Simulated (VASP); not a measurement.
Crystal: MnO2.

```xyz
3
Lattice="2.8768 0.0000 0.0000 -1.4384 2.4914 0.0000 0.0000 0.0000 5.4465" Properties=species:S:1:pos:R:3 pbc="T T T"
Mn    0.0000    0.0000    0.0000
O     0.0000    1.6609    0.9551
O     1.4384    0.8305    4.4913
```

Base run:

| Item | Value |
| --- | --- |
| Program | VASP 6.6.1 |
| Functional | PBE |
| Potentials or basis | VASP PAW PBE potentials, release 64 (Mn_pv, O) |
| Cutoff | 520 eV |
| k mesh | 14 × 14 × 6 |
| Occupations | gaussian, width 0.05 eV |
| Spin | collinear spin, ferromagnetic start |
| Starting moments | [0.5, 0.0, 0.0] μB |

Its results: band gap on the k mesh 0.99 eV, indirect (least direct gap 1.04 eV); pressure 0.8 GPa; net moment 3.00 μB per cell; site moments Mn +2.85; O +0.04 μB; largest force 0.086 eV/Å.

Task: After a change of settings the same cell gave: band gap on the k mesh 0.99 eV, indirect (least direct gap 1.05 eV); pressure -1.0 GPa; net moment 3.00 μB per cell; site moments Mn +2.85; O +0.04 μB; largest force 0.060 eV/Å. Which change was it?
A. moments at the start from [0.5, 0.0, 0.0] to [3.0, 0.0, 0.0]; dispersion from none to D4
B. occupations from gaussian, width 0.05 eV to tetrahedron; moments at the start from [0.5, 0.0, 0.0] to [3.0, 0.0, 0.0]
C. functional from PBE to revPBE; moments at the start from [0.5, 0.0, 0.0] to [3.0, 0.0, 0.0]
D. moments at the start from [0.5, 0.0, 0.0] to [2.77, 0.0, 0.0]

Result: A.

Caveats: a cell with one magnetic atom can't hold antiferromagnetic order, which such compounds often take.
